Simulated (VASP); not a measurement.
# Ag (I4/mmm) in VASP: a series of runs

Runs on Ag. Level: PBEsol. Tasks: single point.

Program: VASP 6.6.1. These are calculated values, not measurements. Logs are shortened: lines on timing, memory, paths and dates and some standing lists are left out, and cuts for length are marked.

## Step 1: The cell of the first run

The structure is tetragonal, space group I4/mmm (No. 139). The conventional cell has a = 2.889 Å, b = 2.889 Å, c = 3.923 Å, α = 90.00°, β = 90.00°, γ = 90.00°. Within 3.7 Å of Ag (site symmetry 4/mmm) lie 12 Ag at 2.83 to 2.89 Å.

## Step 2: Single point, PBEsol (strain -0.0400 x Voigt [1, 0, 0, 0, 0, 0])

INCAR

```
SYSTEM = Ag
PREC = Accurate
ENCUT = 520
EDIFF = 1E-7
ISMEAR = 0
SIGMA = 0.15
LREAL = .FALSE.
LASPH = .TRUE.
NELM = 60
ALGO = Normal
ISIF = 2
LWAVE = .FALSE.
LCHARG = .TRUE.
GGA = PS
LELF = .TRUE.
LVHAR = .TRUE.
NBANDS = 12
```

KPOINTS

```
Automatic mesh
0
G
  20 20 20
  0 0 0
```

POSCAR

```
Ag
1.0
    0.0000000000      2.0431000000      2.0431000000
    1.9613760000      0.0000000000      2.0431000000
    1.9613760000      2.0431000000      0.0000000000
Ag
1
Direct
    0.0000000000      0.0000000000      0.0000000000
```

Potentials or basis: VASP PAW PBE potentials, release 64 (Ag).

Command:

```sh
> cat potpaw_PBE.64/Ag/POTCAR > POTCAR
> mpirun -np 1 vasp_std > vasp.out
```

OUTCAR:

```text
SYSTEM = Ag
   PREC = Accurate
   ENCUT = 520
   EDIFF = 1E-7
   ISMEAR = 0
   LREAL = .FALSE.
   LASPH = .TRUE.
   NELM = 60
   ISIF = 2
   GGA = PS

 ion  position               nearest neighbor table
   1  0.000  0.000  0.000-

  LATTYP: Found a body centered tetragonal cell.
 ALAT       =     2.8893797293
 C/A-ratio  =     1.3576450199

  Lattice vectors:

 A1 = (  -1.9613760000,   0.0000000000,  -2.0431000000)
 A2 = (  -1.9613760000,   0.0000000000,   2.0431000000)
 A3 = (   1.9613760000,   2.0431000000,   0.0000000000)

Analysis of symmetry for initial positions (statically):
=====================================================================
 Subroutine PRICEL returns:
 Original cell was already a primitive cell.

 Routine SETGRP: Setting up the symmetry group for a
 body centered tetragonal supercell.

 Subroutine GETGRP returns: Found 16 space group operations
 (whereof 16 operations were pure point group operations)
 out of a pool of 16 trial point group operations.

The static configuration has the point symmetry D_4h.

Analysis of symmetry for dynamics (positions and initial velocities):
=====================================================================
 Subroutine PRICEL returns:
 Original cell was already a primitive cell.

 Routine SETGRP: Setting up the symmetry group for a
 body centered tetragonal supercell.

 Subroutine GETGRP returns: Found 16 space group operations
 (whereof 16 operations were pure point group operations)
 out of a pool of 16 trial point group operations.

The dynamic configuration has the point symmetry D_4h.

 Subroutine INISYM returns: Found 16 space group operations
 (whereof 16 operations are pure point group operations),
 and found     1 'primitive' translations

----------------------------------------------------------------------------------------

                                     Primitive cell

  volume of cell :      16.3746

  direct lattice vectors                    reciprocal lattice vectors
     0.000000000  2.043100000  2.043100000    -0.254923074  0.244726151  0.244726151
     1.961376000  0.000000000  2.043100000     0.254923074 -0.244726151  0.244726151
     1.961376000  2.043100000  0.000000000     0.254923074  0.244726151 -0.244726151

  length of vectors
     2.889379729  2.832181743  2.832181743     0.429845963  0.429845963  0.429845963

  position of ions in fractional coordinates (direct lattice)
     0.000000000  0.000000000  0.000000000

  ion indices of the primitive-cell ions
[... 77 lines left out ...]
   NSW    =      0    number of steps for IOM
   IBRION =     -1    ionic relax: 0-MD 1-quasi-New 2-CG
   NFREE  =      0    steps in history (QN), initial steepest desc. (CG)
   ISIF   =      2    stress and relaxation
   ISYM   =      2    0-nonsym 1-usesym 2-fastsym
   POTIM  = 0.5000    time-step for ionic-motion
   TEBEG  =    0.0;   TEEND  =   0.0 temperature during run
   PSTRESS=    0.0 pullay stress
   NELECT =      11.0000    total number of electrons
   NUPDOWN=      -1.0000    fix difference up-down
   EMIN   =  10.00;   EMAX   =-10.00  energy-range for DOS
   EFERMI =   0.00;   METHOD = LEGACY
   ISMEAR =     0;   SIGMA  =   0.15  broadening in eV -4-tet -1-fermi 0-gaus
   EFERMI_NEDOS =   21; number of points for ismear=-14 and -15
   IALGO  =     38    algorithm
   IMIX   =      4    mixing-type and parameters
     AMIX     =   0.40;   BMIX     =  1.00
     AMIX_MAG =   1.60;   BMIX_MAG =  1.00
  volume/ion in A,a.u.               =      16.37       110.50
  Fermi-wavevector in a.u.,A,eV,Ry     =   1.433779  2.709450 27.969817  2.055724
  Thomas-Fermi vector in A             =   2.553260
   LORBIT       =      0    0 simple, 1 ext, 2 COOP (PROOUT), +10 PAW based schemes
   GGA     = PS    functional components
   LHFCALC =     F    Hartree Fock is set to
   AEXX    =    0.0000 exact exchange contribution
   IVDW    =     0    specifies the selected vdW correction
   LEPSILON=     F    determine dielectric tensor
   LRPA    =     F    only Hartree local field effects (RPA)
 non-spin polarized calculation
 Gauss-broadening in eV      SIGMA  =   0.15
  energy-cutoff  :      520.00
  volume of cell :       16.37
 maximum number of plane-waves:       455
 NGX is ok and might be reduce to    24
   NGX = 11   NGY = 11   NGZ = 11

 number of electron      11.0000003 magnetization

 Free energy of the ion-electron system (eV)
  ---------------------------------------------------
  ext. energy  EPLUGINS =         0.00000000
  ---------------------------------------------------
  free energy    TOTEN  =        -3.30867874 eV

  energy without entropy =       -3.30632515  energy(sigma->0) =       -3.30750195

 E-fermi :   8.8035     XC(G=0): -12.6549

 val. band max:        8.7771636786   @ k =  -0.3500   0.1500   0.1000
 cond. band min:       8.8101588082   @ k =   0.5000   0.1000   0.0000
 fundamental gap:      0.0329951296
 Fermi energy:         8.8034916162

 k-point     1 :       0.0000    0.0000    0.0000
  band No.  band energies     occupation
      1       0.6718      2.00000
      2       3.8011      2.00000
      3       3.8011      2.00000
      4       4.0654      2.00000
      5       4.8634      2.00000
      6       5.1423      2.00000
      7      24.8998      0.00000
      8      28.4800      0.00000
      9      28.4800      0.00000
     10      29.1127      0.00000
     11      33.6104      0.00000
     12      34.6750      0.00000
[... 331 lines left out ...]
 k-point    24 :      -0.3500    0.0500    0.0000
  band No.  band energies     occupation
      1       2.2968      2.00000
      2       3.8225      2.00000
      3       4.1097      2.00000
      4       5.2969      2.00000
      5       5.4777      2.00000
      6       6.4458      2.00000
      7      15.8154      0.00000
      8      24.3443      0.00000
      9      26.6045      0.00000
     10      28.7816      0.00000
     11      31.7513      0.00000
     12      32.6203      0.00000

 [... further k-points ...]
[... 5 lines left out ...]
  --------------------------------------------------------------------------------------
  -------------------------------------------------------------------------------------
  Total        0.3108391      0.1466610      0.1466610      0.0000000      0.0000000      0.0000000
  in kB       30.4141857     14.3501016     14.3501016      0.0000000      0.0000000      0.0000000
  external PRESSURE =      19.7047963 kB  Pullay stress =       0.0000000 kB

 VOLUME and BASIS-vectors are now :
 -----------------------------------------------------------------------------
  energy-cutoff  :      520.00
  volume of cell :       16.37
      direct lattice vectors                 reciprocal lattice vectors
     0.000000000  2.043100000  2.043100000    -0.254923074  0.244726151  0.244726151
     1.961376000  0.000000000  2.043100000     0.254923074 -0.244726151  0.244726151
     1.961376000  2.043100000  0.000000000     0.254923074  0.244726151 -0.244726151

 POSITION                                       TOTAL-FORCE (eV/Angst)
 -----------------------------------------------------------------------------------
      0.00000      0.00000      0.00000         0.000000      0.000000     -0.000000
 -----------------------------------------------------------------------------------
    total drift:                               -0.000000     -0.000000     -0.000000

  FREE ENERGIE OF THE ION-ELECTRON SYSTEM (eV)
  ---------------------------------------------------
  free  energy   TOTEN  =        -3.3086787423 eV

  energy  without entropy=       -3.3063251543  energy(sigma->0) =       -3.30750195
```

OSZICAR:

```text
N       E                     dE             d eps       ncg     rms          rms(c)
DAV:   1     0.520090099834E+02    0.52009E+02   -0.55024E+03 15480   0.833E+02
DAV:   2    -0.283486395037E+01   -0.54844E+02   -0.51954E+02 17956   0.196E+02
DAV:   3    -0.367021606319E+01   -0.83535E+00   -0.83468E+00 18136   0.254E+01
DAV:   4    -0.367264223649E+01   -0.24262E-02   -0.24261E-02 17728   0.145E+00
DAV:   5    -0.367265993780E+01   -0.17701E-04   -0.17701E-04 18232   0.110E-01    0.617E+00
DAV:   6    -0.332482661330E+01    0.34783E+00   -0.13633E+00 16776   0.104E+01    0.365E+00
DAV:   7    -0.331311030212E+01    0.11716E-01   -0.13320E-02 17824   0.107E+00    0.204E+00
DAV:   8    -0.330866971186E+01    0.44406E-02   -0.78912E-04 17712   0.195E-01    0.111E-01
DAV:   9    -0.330867725719E+01   -0.75453E-05   -0.10423E-05 17956   0.240E-02    0.205E-02
DAV:  10    -0.330867903385E+01   -0.17767E-05   -0.24476E-06 18112   0.123E-02    0.511E-03
DAV:  11    -0.330867877927E+01    0.25458E-06   -0.87259E-08 12004   0.248E-03    0.584E-04
DAV:  12    -0.330867874234E+01    0.36933E-07   -0.66219E-09  9256   0.685E-04
   1 F= -.33086787E+01 E0= -.33075019E+01  d E =-.235359E-02
```

stdout:

```text
POSCAR found type information on POSCAR Ag
 POSCAR found :  1 types and       1 ions
 scaLAPACK will be used
 -----------------------------------------------------------------------------
|                                                                             |
|                                                                             |
|     You enforced a specific xc type in the INCAR file but a different       |
|     I HOPE YOU KNOW WHAT YOU ARE DOING!                                     |
|                                                                             |
 -----------------------------------------------------------------------------

 LDA part: xc-table for (Slater+PW92), standard interpolation
 POSCAR, INCAR and KPOINTS ok, starting setup
 FFT: planning ... GRIDC
 FFT: planning ... GRID_SOFT
 FFT: planning ... GRID
 WAVECAR not read
 entering main loop
```

It took 76 s on 1 thread of AMD EPYC 9R45 (Zen 5), shared host; peak memory 0.21 GiB.

What came out:

- Free energy: -3.3087 eV
- Pressure: 2.0 GPa

Caveat: the cell differs from its parent crystal (strain -0.0400 x Voigt [1, 0, 0, 0, 0, 0]); the PAW data sets were made with another functional, which shifts forces and pressure a little.

## Step 3: Single point, PBEsol (strain -0.0300 x Voigt [1, 0, 0, 0, 0, 0])

INCAR

```
SYSTEM = Ag
  PREC = Accurate
  ENCUT = 520
  EDIFF = 1E-7
  ISMEAR = 0
  SIGMA = 0.15
  LREAL = .False.
  LASPH = .True.
  NELM = 80
  ALGO = Normal
  ISIF = 2
  LWAVE = .False.
  LCHARG = .False.
  GGA = PS
  NBANDS = 12
```

KPOINTS

```
regular mesh
0
Gamma
  20 20 20
  0 0 0
```

POSCAR

```
Ag
1.0
    0.0000000000      2.0431000000      2.0431000000
    1.9818070000      0.0000000000      2.0431000000
    1.9818070000      2.0431000000      0.0000000000
Ag
1
Direct
    0.0000000000      0.0000000000      0.0000000000
```

Potentials or basis: VASP PAW PBE potentials, release 64 (Ag).

Command:

```sh
> cat potpaw_PBE.64/Ag/POTCAR > POTCAR
> mpirun -np 1 vasp_std > vasp.out
```

Run time: 66 s. Hardware: 1 thread of AMD EPYC 9R45 (Zen 5), shared host; peak memory 0.21 GiB.

It converged, with:

```
Free energy : -3.3112 eV
Pressure    : 0.6 GPa
```

Stress tensor (GPa, compression positive):
```
1.42 0.00 0.00
0.00 0.25 0.00
0.00 0.00 0.25
```

Levels at points of the mesh, in eV from the Fermi level:
| k point | band 2 | band 3 | band 4 | band 5 | band 6 | band 7 | band 8 | band 9 | band 10 | band 11 |
| --- | --- | --- | --- | --- | --- | --- | --- | --- | --- | --- |
| (0.00, 0.00, 0.00) | -4.94 | -4.94 | -4.74 | -3.88 | -3.67 | 16.07 | 19.66 | 19.66 | 20.11 | 24.70 |
| (0.50, 0.00, 0.00) | -4.99 | -4.80 | -2.97 | -2.88 | -0.53 | 3.77 | 15.24 | 17.78 | 18.55 | 22.95 |
| (0.50, 0.50, 0.00) | -6.46 | -2.96 | -2.79 | -2.64 | 1.34 | 6.71 | 10.92 | 10.99 | 17.71 | 17.82 |
| (0.00, 0.50, 0.50) | -6.46 | -2.96 | -2.70 | -2.70 | 1.89 | 7.48 | 10.39 | 10.39 | 17.19 | 17.25 |

Caveat: the cell differs from its parent crystal (strain -0.0300 x Voigt [1, 0, 0, 0, 0, 0]); the PAW data sets were made with another functional, which shifts forces and pressure a little.

## Step 4: Single point, PBEsol (strain -0.0200 x Voigt [1, 0, 0, 0, 0, 0])

INCAR

```
SYSTEM = Ag
PREC = Accurate
ENCUT = 520
EDIFF = 1E-6
ISMEAR = 0
SIGMA = 0.15
LREAL = .False.
LASPH = .True.
NELM = 60
ALGO = Normal
ISIF = 2
LWAVE = .False.
LCHARG = .True.
GGA = PS
LELF = .True.
LVHAR = .True.
NBANDS = 12
```

KPOINTS

```
Automatic mesh
0
Gamma
  20 20 20
  0 0 0
```

POSCAR

```
Ag
1.0
    0.0000000000      2.0431000000      2.0431000000
    2.0022380000      0.0000000000      2.0431000000
    2.0022380000      2.0431000000      0.0000000000
Ag
1
Direct
    0.0000000000      0.0000000000      0.0000000000
```

Command:

```sh
> cat potpaw_PBE.64/Ag/POTCAR > POTCAR
> mpirun -np 1 vasp_std > vasp.out
```

Run time: 64 s. Hardware: 1 thread of AMD EPYC 9R45 (Zen 5), shared host; peak memory 0.21 GiB.

Results (log left out):

```
Free energy : -3.3120 eV
Pressure    : -0.6 GPa
```

Stress tensor (GPa, compression positive):
```
-0.09  0.00  0.00
 0.00 -0.86  0.00
 0.00  0.00 -0.86
```

Levels at points of the mesh, in eV from the Fermi level:
```
           k point  band 2  band 3  band 4  band 5  band 6  band 7  band 8  band 9  band 10  band 11
(0.00, 0.00, 0.00)   -4.87   -4.87   -4.74   -3.82   -3.68   16.04   19.63   19.63    19.92    24.60
(0.50, 0.00, 0.00)   -4.92   -4.79   -2.95   -2.89   -0.50    3.71   15.25   17.79    18.30    22.91
(0.50, 0.50, 0.00)   -6.39   -2.95   -2.76   -2.66    1.42    6.72   10.82   10.86    17.53    17.62
(0.00, 0.50, 0.50)   -6.39   -2.95   -2.70   -2.70    1.77    7.22   10.47   10.47    17.18    17.25
```

Caveat: the cell differs from its parent crystal (strain -0.0200 x Voigt [1, 0, 0, 0, 0, 0]); the PAW data sets were made with another functional, which shifts forces and pressure a little.

## Step 5: Single point, PBEsol (strain -0.0100 x Voigt [1, 0, 0, 0, 0, 0])

INCAR

```
SYSTEM = Ag
ALGO = Fast ; EDIFF = 1E-6
ENCUT = 520 ; GGA = PS
ISIF = 2 ; ISMEAR = 0
LASPH = .TRUE. ; LCHARG = .FALSE.
LREAL = .FALSE. ; LWAVE = .FALSE.
NBANDS = 12 ; NELM = 80
PREC = Accurate ; SIGMA = 0.15
```

KPOINTS

```
k-points
0
G
  20 20 20
  0 0 0
```

POSCAR

```
Ag
1.0
    0.0000000000      2.0431000000      2.0431000000
    2.0226690000      0.0000000000      2.0431000000
    2.0226690000      2.0431000000      0.0000000000
Ag
1
Direct
    0.0000000000      0.0000000000      0.0000000000
```

Command:

```sh
> cat potpaw_PBE.64/Ag/POTCAR > POTCAR
> mpirun -np 1 vasp_std > vasp.out
```

Wall time 68 s (1 thread of AMD EPYC 9R45 (Zen 5), shared host); peak memory 0.21 GiB.

It converged, with:

| Quantity | Value |
| --- | --- |
| Free energy | -3.3112 eV |
| Pressure | -1.6 GPa |

Stress tensor (GPa, compression positive):
```
-1.39  0.00  0.00
 0.00 -1.77  0.00
 0.00  0.00 -1.77
```

Levels at points of the mesh, in eV from the Fermi level:
| k point | band 2 | band 3 | band 4 | band 5 | band 6 | band 7 | band 8 | band 9 | band 10 | band 11 |
| --- | --- | --- | --- | --- | --- | --- | --- | --- | --- | --- |
| (0.00, 0.00, 0.00) | -4.81 | -4.81 | -4.75 | -3.76 | -3.69 | 16.02 | 19.61 | 19.61 | 19.74 | 24.50 |
| (0.50, 0.00, 0.00) | -4.84 | -4.78 | -2.93 | -2.90 | -0.47 | 3.65 | 15.25 | 17.81 | 18.05 | 22.87 |
| (0.50, 0.50, 0.00) | -6.32 | -2.94 | -2.73 | -2.68 | 1.49 | 6.72 | 10.72 | 10.74 | 17.35 | 17.42 |
| (0.00, 0.50, 0.50) | -6.32 | -2.94 | -2.70 | -2.70 | 1.66 | 6.97 | 10.55 | 10.55 | 17.18 | 17.24 |

Caveat: the cell differs from its parent crystal (strain -0.0100 x Voigt [1, 0, 0, 0, 0, 0]); the PAW data sets were made with another functional, which shifts forces and pressure a little.

## Step 6: Single point, PBEsol (strain +0.0100 x Voigt [1, 0, 0, 0, 0, 0])

INCAR

```
PREC = Accurate
ENCUT = 520
EDIFF = 1E-7
ISMEAR = 0
SIGMA = 0.15
LREAL = F
LASPH = T
NELM = 80
ALGO = Normal
ISIF = 2
LWAVE = F
LCHARG = F
GGA = PS
NBANDS = 12
```

KPOINTS

```
regular mesh
0
Gamma
  20 20 20
```

POSCAR

```
Ag
1.0
    0.0000000000      2.0431000000      2.0431000000
    2.0635310000      0.0000000000      2.0431000000
    2.0635310000      2.0431000000      0.0000000000
Ag
1
Direct
    0.0000000000      0.0000000000      0.0000000000
```

Potentials or basis: VASP PAW PBE potentials, release 64 (Ag).

Command:

```sh
> cat potpaw_PBE.64/Ag/POTCAR > POTCAR
> mpirun -np 1 vasp_std > vasp.out
```

It took 63 s on 1 thread of AMD EPYC 9R45 (Zen 5), shared host; peak memory 0.21 GiB.

The run converged. Its results:

| Item | Value |
| --- | --- |
| Free energy | -3.3055 eV |
| Pressure | -3.8 GPa |

Stress tensor (GPa, compression positive):
```
-4.06  0.00  0.00
 0.00 -3.67  0.00
 0.00  0.00 -3.67
```

Levels at points of the mesh, in eV from the Fermi level:
```tsv
k point	band 4	band 5	band 6	band 7	band 8	band 9
(0.00, 0.00, 0.00)	-4.69	-3.72	-3.65	15.98	19.41	19.54
(0.50, 0.00, 0.00)	-2.91	-2.89	-0.41	3.55	15.21	17.62
(0.50, 0.50, 0.00)	-2.72	-2.67	1.63	6.74	10.50	10.52
(0.00, 0.50, 0.50)	-2.70	-2.70	1.46	6.49	10.69	10.69
```

Caveat: the cell differs from its parent crystal (strain +0.0100 x Voigt [1, 0, 0, 0, 0, 0]); the PAW data sets were made with another functional, which shifts forces and pressure a little.

## Step 7: Summary

```csv
cell,gap on the mesh (eV),pressure (GPa)
"a = 2.889, b = 2.832, c = 2.832 Å, angles 61.3, 59.3, 59.3°, 1 atom",none,2.0
"a = 2.889, b = 2.846, c = 2.846 Å, angles 61.0, 59.5, 59.5°, 1 atom",none,0.6
"a = 2.889, b = 2.861, c = 2.861 Å, angles 60.7, 59.7, 59.7°, 1 atom",none,-0.6
"a = 2.889, b = 2.875, c = 2.875 Å, angles 60.3, 59.8, 59.8°, 1 atom",none,-1.6
"a = 2.889, b = 2.904, c = 2.904 Å, angles 59.7, 60.2, 60.2°, 1 atom",none,-3.8
```

Alike in all rows: task single point; level PBEsol; potentials or basis VASP PAW PBE potentials, release 64 (Ag); no spin polarisation; k mesh 20 × 20 × 20; cutoff (eV) 520; smearing gaussian 0.15 eV.

Caveats: the PAW data sets were made with another functional, which shifts forces and pressure a little.

Absolute energies hang on the potentials; compare differences alone.
